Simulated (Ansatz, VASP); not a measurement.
Sr: VASP beside Ansatz

```
Sr
1.0
     0.00000    5.08629    5.08629
     5.08629    0.00000    5.08629
     5.08629    5.08629    0.00000
Sr
2
Cartesian
  1.2716 1.2716 1.2716
  8.9010 8.9010 8.9010
```

Alike in both runs: task single point; functional revPBE; k mesh 7 × 7 × 7; occupations fermi-dirac, width 0.1 eV; no spin polarisation.

```csv
,VASP,Ansatz
version,VASP 6.6.1,Ansatz 0.2.0
potentials or method,"VASP PAW PBE potentials, release 64 (Sr_sv), cutoff 520 eV","plane waves (420 eV) with PAW, scalar-relativistic"
valence electrons in the cell,20,20
```

|  | VASP | Ansatz | Ansatz less VASP |
| --- | --- | --- | --- |
| pressure (GPa) | -0.2 | -0.2 | 0.00 |

VASP's potentials were made for PBE, not for revPBE.
